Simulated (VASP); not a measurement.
# RbBr (Fm-3m) in VASP: single point with PBE

Aim: the single point of RbBr with PBE.

Everything below comes from runs of VASP 6.6.1. Logs are shortened: lines on timing, memory, paths and dates and some standing lists are left out, and cuts for length are marked.

### 1 The cell of the first run

Symmetry: Fm-3m, No. 225, cubic system. Conventional cell: a = 6.854 Å, b = 6.854 Å, c = 6.854 Å, α = 90.00°, β = 90.00°, γ = 90.00°. Rb (site symmetry m-3m) has 6 Br at 3.43 Å within 4.5 Å. Within 4.5 Å of Br (site symmetry m-3m) lie 6 Rb at 3.43 Å.

### 2 Single point, PBE

Input file INCAR:

```
SYSTEM = RbBr
PREC = Accurate ; ENCUT = 520
EDIFF = 1E-6 ; ISMEAR = 0
SIGMA = 0.05 ; LREAL = .FALSE.
LASPH = .TRUE. ; NELM = 60
ALGO = Normal ; ISIF = 2
LWAVE = .FALSE. ; LCHARG = .FALSE.
GGA = PE ; NBANDS = 15
```

Input file KPOINTS:

```
regular mesh
0
G
  8 8 8
  0 0 0
```

Input file POSCAR:

```
RbBr
1.0
    0.0000000000      3.4270000000      3.4270000000
    3.4270000000      0.0000000000      3.4270000000
    3.4270000000      3.4270000000      0.0000000000
Rb Br
1 1
Direct
    0.0000000000      0.0000000000      0.0000000000
    0.5000000000      0.5000000000      0.5000000000
```

Potentials or basis: VASP PAW PBE potentials, release 64 (Rb_sv, Br).

On the command line:

```console
$ cat potpaw_PBE.64/Rb_sv/POTCAR potpaw_PBE.64/Br/POTCAR > POTCAR
$ mpirun -np 1 vasp_std > vasp.out
```

OUTCAR:

```text
SYSTEM = RbBr
   PREC = Accurate
   ENCUT = 520
   EDIFF = 1E-6
   ISMEAR = 0
   LREAL = .FALSE.
   LASPH = .TRUE.
   NELM = 60
   ISIF = 2
   GGA = PE

 ion  position               nearest neighbor table
   1  0.000  0.000  0.000-   2 3.43   2 3.43   2 3.43   2 3.43   2 3.43   2 3.43
   2  0.500  0.500  0.500-   1 3.43   1 3.43   1 3.43   1 3.43   1 3.43   1 3.43

  LATTYP: Found a face centered cubic cell.
 ALAT       =     6.8540000000

  Lattice vectors:

 A1 = (   0.0000000000,   3.4270000000,   3.4270000000)
 A2 = (   3.4270000000,   0.0000000000,   3.4270000000)
 A3 = (   3.4270000000,   3.4270000000,   0.0000000000)

Analysis of symmetry for initial positions (statically):
=====================================================================
 Subroutine PRICEL returns:
 Original cell was already a primitive cell.

 Routine SETGRP: Setting up the symmetry group for a
 face centered cubic supercell.

 Subroutine GETGRP returns: Found 48 space group operations
 (whereof 48 operations were pure point group operations)
 out of a pool of 48 trial point group operations.

The static configuration has the point symmetry O_h .

Analysis of symmetry for dynamics (positions and initial velocities):
=====================================================================
 Subroutine PRICEL returns:
 Original cell was already a primitive cell.

 Routine SETGRP: Setting up the symmetry group for a
 face centered cubic supercell.

 Subroutine GETGRP returns: Found 48 space group operations
 (whereof 48 operations were pure point group operations)
 out of a pool of 48 trial point group operations.

The dynamic configuration has the point symmetry O_h .

 Subroutine INISYM returns: Found 48 space group operations
 (whereof 48 operations are pure point group operations),
 and found     1 'primitive' translations

----------------------------------------------------------------------------------------

                                     Primitive cell

  volume of cell :      80.4956

  direct lattice vectors                    reciprocal lattice vectors
     0.000000000  3.427000000  3.427000000    -0.145900204  0.145900204  0.145900204
     3.427000000  0.000000000  3.427000000     0.145900204 -0.145900204  0.145900204
     3.427000000  3.427000000  0.000000000     0.145900204  0.145900204 -0.145900204

  length of vectors
     4.846509878  4.846509878  4.846509878     0.252706567  0.252706567  0.252706567

  position of ions in fractional coordinates (direct lattice)
     0.000000000  0.000000000  0.000000000
     0.500000000  0.500000000  0.500000000

  ion indices of the primitive-cell ions
   primitive index   ion index
                 1           1
                 2           2

----------------------------------------------------------------------------------------

 KPOINTS: regular mesh

Automatic generation of k-mesh.
 Grid dimensions read from file:
 generate k-points for:    8    8    8

 Generating k-lattice:

  Cartesian coordinates                     Fractional coordinates (reciprocal lattice)
    -0.018237526  0.018237526  0.018237526     0.125000000  0.000000000  0.000000000
     0.018237526 -0.018237526  0.018237526     0.000000000  0.125000000  0.000000000
     0.018237526  0.018237526 -0.018237526     0.000000000  0.000000000  0.125000000

  Length of vectors
     0.031588321  0.031588321  0.031588321

  Shift w.r.t. Gamma in fractional coordinates (k-lattice)
     0.000000000  0.000000000  0.000000000

 Subroutine IBZKPT returns following result:
 ===========================================

 Found     29 irreducible k-points:

 Following reciprocal coordinates:
            Coordinates               Weight
  0.000000  0.000000  0.000000      1.000000
  0.125000  0.000000  0.000000      8.000000
  0.250000  0.000000  0.000000      8.000000
  0.375000  0.000000  0.000000      8.000000
  0.500000  0.000000  0.000000      4.000000
  0.125000  0.125000  0.000000      6.000000
[... 16 lines left out ...]
  0.500000  0.250000  0.125000     48.000000
 -0.375000  0.250000  0.125000     24.000000
 [... further k-points ...]
   k-points           NKPTS =     29   k-points in BZ     NKDIM =     29   number of bands    NBANDS=     15
   number of dos      NEDOS =    301   number of ions     NIONS =      2
   total plane-waves  NPLWV =  46656
   dimension x,y,z NGX =    36 NGY =   36 NGZ =   36
   dimension x,y,z NGXF=    72 NGYF=   72 NGZF=   72
   ions per type =               1   1
   NGX,Y,Z   is equivalent  to a cutoff of  12.35, 12.35, 12.35 a.u.
   NGXF,Y,Z  is equivalent  to a cutoff of  24.70, 24.70, 24.70 a.u.
 SYSTEM =  RbBr
   PREC   = accura    normal or accurate (medium, high low for compatibility)
   ISTART =      0    job   : 0-new  1-cont  2-samecut
   ICHARG =      2    charge: 1-file 2-atom 10-const
   ISPIN  =      1    spin polarized calculation?
   LNONCOLLINEAR =      F non collinear calculations
   LSORBIT =      F    spin-orbit coupling
   LASPH  =      T    aspherical Exc in radial PAW
   ENCUT  =  520.0 eV  38.22 Ry    6.18 a.u.   9.01  9.01  9.01*2*pi/ulx,y,z
   NELM   =     60;   NELMIN=  2; NELMDL= -5     # of ELM steps
   EDIFF  = 0.1E-05   stopping-criterion for ELM
   LREAL  =      F    real-space projection
   EDIFFG = 0.1E-04   stopping-criterion for IOM
   NSW    =      0    number of steps for IOM
   IBRION =     -1    ionic relax: 0-MD 1-quasi-New 2-CG
   NFREE  =      0    steps in history (QN), initial steepest desc. (CG)
   ISIF   =      2    stress and relaxation
   ISYM   =      2    0-nonsym 1-usesym 2-fastsym
   POTIM  = 0.5000    time-step for ionic-motion
   TEBEG  =    0.0;   TEEND  =   0.0 temperature during run
   PSTRESS=    0.0 pullay stress
   NELECT =      16.0000    total number of electrons
   NUPDOWN=      -1.0000    fix difference up-down
   EMIN   =  10.00;   EMAX   =-10.00  energy-range for DOS
   EFERMI =   0.00;   METHOD = LEGACY
   ISMEAR =     0;   SIGMA  =   0.05  broadening in eV -4-tet -1-fermi 0-gaus
   EFERMI_NEDOS =   21; number of points for ismear=-14 and -15
   IALGO  =     38    algorithm
   IMIX   =      4    mixing-type and parameters
     AMIX     =   0.40;   BMIX     =  1.00
     AMIX_MAG =   1.60;   BMIX_MAG =  1.00
  volume/ion in A,a.u.               =      40.25       271.61
  Fermi-wavevector in a.u.,A,eV,Ry     =   0.955412  1.805467 12.419564  0.912812
  Thomas-Fermi vector in A             =   2.084247
   LORBIT       =      0    0 simple, 1 ext, 2 COOP (PROOUT), +10 PAW based schemes
   GGA     = PE    functional components
   LHFCALC =     F    Hartree Fock is set to
   AEXX    =    0.0000 exact exchange contribution
   IVDW    =     0    specifies the selected vdW correction
   LEPSILON=     F    determine dielectric tensor
   LRPA    =     F    only Hartree local field effects (RPA)
 non-spin polarized calculation
 Gauss-broadening in eV      SIGMA  =   0.05
  energy-cutoff  :      520.00
  volume of cell :       80.50
 maximum number of plane-waves:      2200
   NGX = 17   NGY = 17   NGZ = 17

 number of electron      15.9999999 magnetization

 Free energy of the ion-electron system (eV)
  ---------------------------------------------------
  ext. energy  EPLUGINS =         0.00000000
  ---------------------------------------------------
  free energy    TOTEN  =        -6.09734056 eV

  energy without entropy =       -6.09734056  energy(sigma->0) =       -6.09734056

 E-fermi :  -1.5508     XC(G=0):  -7.2337

 val. band max:       -1.7520751744   @ k =   0.0000   0.0000   0.0000
 cond. band min:       2.6100381151   @ k =   0.0000   0.0000   0.0000
 fundamental gap:      4.3621132895
 Fermi energy:        -1.5508363132

 k-point     1 :       0.0000    0.0000    0.0000
  band No.  band energies     occupation
      1     -26.1666      2.00000
      2     -13.9330      2.00000
      3     -10.2434      2.00000
      4     -10.2434      2.00000
      5     -10.2434      2.00000
      6      -1.7521      2.00000
      7      -1.7521      2.00000
      8      -1.7521      2.00000
      9       2.6100      0.00000
     10       5.5273      0.00000
     11       5.5273      0.00000
     12       5.5273      0.00000
     13       6.4155      0.00000
     14       6.4155      0.00000
     15       9.2406      0.00000

 k-point     2 :       0.1250    0.0000    0.0000
  band No.  band energies     occupation
      1     -26.1652      2.00000
      2     -13.9394      2.00000
      3     -10.2445      2.00000
      4     -10.2445      2.00000
      5     -10.2363      2.00000
      6      -1.9374      2.00000
      7      -1.8083      2.00000
      8      -1.8083      2.00000
      9       2.9878      0.00000
     10       5.4323      0.00000
     11       5.7136      0.00000
     12       5.7136      0.00000
     13       6.6484      0.00000
     14       6.6484      0.00000
     15       9.8286      0.00000

 k-point     3 :       0.2500    0.0000    0.0000
  band No.  band energies     occupation
      1     -26.1618      2.00000
      2     -13.9545      2.00000
      3     -10.2472      2.00000
      4     -10.2472      2.00000
      5     -10.2193      2.00000
      6      -2.3132      2.00000
      7      -1.9377      2.00000
      8      -1.9377      2.00000
      9       3.8785      0.00000
     10       5.3971      0.00000
     11       6.2501      0.00000
     12       6.2501      0.00000
     13       7.2870      0.00000
     14       7.2870      0.00000
     15      10.6467      0.00000
[... 343 lines left out ...]
 k-point    23 :       0.5000    0.2500    0.1250
  band No.  band energies     occupation
      1     -26.1568      2.00000
      2     -13.9427      2.00000
      3     -10.3114      2.00000
      4     -10.2779      2.00000
      5     -10.2272      2.00000
      6      -2.4990      2.00000
      7      -2.0869      2.00000
      8      -2.0071      2.00000
      9       4.9514      0.00000
     10       5.2599      0.00000
     11       7.1462      0.00000
     12       7.4021      0.00000
     13       7.8373      0.00000
     14       8.3638      0.00000
     15       9.2508      0.00000

 k-point    24 :      -0.3750    0.2500    0.1250
  band No.  band energies     occupation
      1     -26.1557      2.00000
      2     -13.9419      2.00000
      3     -10.3117      2.00000
      4     -10.2971      2.00000
      5     -10.2236      2.00000
      6      -2.5181      2.00000
      7      -2.1046      2.00000
      8      -2.0838      2.00000
      9       5.2208      0.00000
     10       5.6621      0.00000
     11       7.1202      0.00000
     12       7.2413      0.00000
     13       8.1498      0.00000
     14       9.0146      0.00000
     15       9.1952      0.00000

 [... further k-points ...]
[... 5 lines left out ...]
  --------------------------------------------------------------------------------------
  -------------------------------------------------------------------------------------
  Total        0.5153719      0.5153719      0.5153719      0.0000000      0.0000000     -0.0000000
  in kB       10.2579138     10.2579138     10.2579138      0.0000000      0.0000000     -0.0000000
  external PRESSURE =      10.2579138 kB  Pullay stress =       0.0000000 kB

 VOLUME and BASIS-vectors are now :
 -----------------------------------------------------------------------------
  energy-cutoff  :      520.00
  volume of cell :       80.50
      direct lattice vectors                 reciprocal lattice vectors
     0.000000000  3.427000000  3.427000000    -0.145900204  0.145900204  0.145900204
     3.427000000  0.000000000  3.427000000     0.145900204 -0.145900204  0.145900204
     3.427000000  3.427000000  0.000000000     0.145900204  0.145900204 -0.145900204

 POSITION                                       TOTAL-FORCE (eV/Angst)
 -----------------------------------------------------------------------------------
      0.00000      0.00000      0.00000        -0.000000      0.000000     -0.000000
      3.42700      3.42700      3.42700         0.000000     -0.000000      0.000000
 -----------------------------------------------------------------------------------
    total drift:                                0.000000      0.000000      0.000000

  FREE ENERGIE OF THE ION-ELECTRON SYSTEM (eV)
  ---------------------------------------------------
  free  energy   TOTEN  =        -6.0973405566 eV

  energy  without entropy=       -6.0973405566  energy(sigma->0) =       -6.09734056
```

It took 24 s on 1 thread of AMD EPYC 9R45 (Zen 5), shared host; peak memory 0.18 GiB.

Results:

* Free energy: -6.0973 eV
* Pressure: 1.0 GPa
* Band gap on the k mesh: 4.36 eV, direct

Levels at points of the mesh, in eV from the valence-band top:
```csv
k point,band 4,band 5,band 6,band 7,band 8,band 9,band 10,band 11,band 12,band 13
"(0.00, 0.00, 0.00)",-8.49,-8.49,0.00,0.00,0.00,4.36,7.28,7.28,7.28,8.17
"(0.50, 0.00, 0.00)",-8.50,-8.44,-0.99,-0.36,-0.36,6.81,7.72,9.49,9.49,10.17
"(0.50, 0.50, 0.00)",-8.56,-8.56,-0.47,-0.16,-0.16,5.61,7.13,9.20,9.20,9.44
```
